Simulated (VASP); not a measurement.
Input of a VASP 6.6.1 run:

File INCAR:

```
PREC = Accurate
ENCUT = 520
EDIFF = 1E-6
ISMEAR = 0
SIGMA = 0.15
LREAL = False
LASPH = True
NELM = 100
ALGO = Normal
ISIF = 2
LWAVE = False
LCHARG = True
GGA = PS
LELF = True
LVHAR = True
NBANDS = 24
```

Contents of KPOINTS:

```
Automatic mesh
0
Gamma
  14 14 10
```

POSCAR

```
TaN
1.0
    0.0000000000     -2.1874436362     -2.1874436362
    0.0000000000      2.1874436362     -2.1874436362
    4.3748872723      0.0000000000      0.0000000000
Ta N
2 2
Direct
    0.5000000000      0.5000000000     -0.0278415704
    0.0000000000      0.0000000000      0.5278415704
    0.5000000000      0.5000000000      0.4403413200
    0.0000000000      0.0000000000      0.0596586800
```

Potentials or basis: VASP PAW PBE potentials, release 64 (Ta_pv, N).

Launch:

```console
$ cat potpaw_PBE.64/Ta_pv/POTCAR potpaw_PBE.64/N/POTCAR > POTCAR
$ mpirun -np 1 vasp_std > vasp.out
```

**Question.** Predict the largest force.

**Answer.** 1.900 eV/Å.

**Question.** What does it give for the band gap on the k mesh?

**Answer.** Zero (band 16 reaches 10.75 eV, above the bottom of band 17 at 8.05 eV).

Forces in eV/Å, atoms in the order of the input:
```
Ta  -0.653  0.000  0.000
Ta   0.653  0.000  0.000
N    1.900  0.000  0.000
N   -1.900  0.000  0.000
```

Caveat: the cell differs from its parent crystal (mode 1 frozen in at -0.261 Å and mode 2 at +0.000 Å (largest displacements)); the PAW data sets were made with another functional, which shifts forces and pressure a little; spin-orbit coupling is left out, which moves the levels of the heavy elements.
